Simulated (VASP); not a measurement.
Here is a VASP 6.6.1 calculation.

Contents of INCAR:

```
SYSTEM = RbSb4F13
PREC = Accurate
ENCUT = 520
EDIFF = 1E-6
ISMEAR = -1
SIGMA = 0.02
LREAL = Auto
LASPH = .TRUE.
NELM = 100
ALGO = Normal
ISIF = 2
LWAVE = .FALSE.
LCHARG = .TRUE.
GGA = PE
LELF = .TRUE.
LVHAR = .TRUE.
NBANDS = 75
```

The input KPOINTS:

```
regular mesh
0
G
  5 5 5
  0 0 0
```

The input POSCAR:

```
RbSb4F13
1.0
   -4.8175000000      4.8175000000      3.2815000000
    4.8175000000     -4.8175000000      3.2815000000
    4.8175000000      4.8175000000     -3.2815000000
Rb Sb F
1 4 13
Direct
    0.5000000000      0.5000000000      0.0000000000
    0.0063153787      0.2771275956      0.2834429744
    0.2771275956      0.9936846213      0.2708122169
    0.9936846213      0.7228724044      0.7165570256
    0.7228724044      0.0063153787      0.7291877831
    0.0000000000      0.0000000000      0.0000000000
    0.5614392481      0.8765558280      0.4379950760
    0.8765558280      0.4385607519      0.3151165799
    0.4385607519      0.1234441720      0.5620049240
    0.1234441720      0.5614392481      0.6848834201
    0.4301509704      0.3345563786      0.3207682164
    0.3345563786      0.0137881622      0.9044054082
    0.0137881622      0.1093827540      0.6792317836
    0.1093827540      0.4301509704      0.0955945918
    0.5698490296      0.6654436214      0.6792317836
    0.6654436214      0.9862118378      0.0955945918
    0.9862118378      0.8906172460      0.3207682164
    0.8906172460      0.5698490296      0.9044054082
```

Potentials or basis: VASP PAW PBE potentials, release 64 (Rb_sv, Sb, F).

Run with:

```sh
$ cat potpaw_PBE.64/Rb_sv/POTCAR potpaw_PBE.64/Sb/POTCAR potpaw_PBE.64/F/POTCAR > POTCAR
$ mpirun -np 1 vasp_std > vasp.out
```

(1) What does it give for the band gap on the k mesh?

(2) What does it give for the largest force?

(3) What does it give for the pressure?

## Answers

(1) 4.75 eV (least direct gap 4.82 eV).

(2) 0.039 eV/Å.

(3) 1.2 GPa.

Caveat: spin-orbit coupling is left out, which moves the levels of the heavy elements.
